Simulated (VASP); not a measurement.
A run of VASP 6.6.1 is set up as follows.

POSCAR

```
RbBr
1.0
    4.0825910270      0.0000000000      0.0000000000
    0.0000000000      4.0825910270      0.0000000000
    0.0000000000      0.0000000000      4.0825910270
Rb Br
1 1
Direct
    0.0000000000      0.0000000000      0.0000000000
    0.5000000000      0.5000000000      0.5000000000
```

The input INCAR.step1:

```
PREC = Accurate ; ENCUT = 520
ISMEAR = 0 ; SIGMA = 0.01
LREAL = False ; LASPH = True
NELM = 60 ; NBANDS = 15
GGA = PE ; ALGO = Normal
EDIFF = 1E-4 ; LWAVE = True
LCHARG = False
```

File INCAR.step2:

```
PREC = Accurate ; ENCUT = 520
EDIFF = 1E-6 ; ISMEAR = 0
SIGMA = 0.01 ; LREAL = False
LASPH = True ; NELM = 60
ALGO = Normal ; ISIF = 2
LWAVE = False ; LCHARG = False
METAGGA = R2SCAN ; LMIXTAU = True
NBANDS = 15 ; ISTART = 1
```

The input KPOINTS:

```
Automatic mesh
0
Gamma
  6 6 6
```

Potentials or basis: VASP PAW PBE potentials, release 64 (Rb_sv, Br).

The run is started by

```bash
$ cat potpaw_PBE.64/Rb_sv/POTCAR potpaw_PBE.64/Br/POTCAR > POTCAR
$ cp INCAR.step1 INCAR
$ mpirun -np 1 vasp_std > vasp.out
$ cp INCAR.step2 INCAR
$ mpirun -np 1 vasp_std > vasp.out
```

Task: Estimate the band gap on the k mesh.

Result: 4.96 eV, indirect (least direct gap 5.11 eV).

Task: What does it give for the pressure?

Result: 0.7 GPa.

Caveat: the PAW data sets were made with another functional, which shifts forces and pressure a little. A k mesh can miss the band edges.
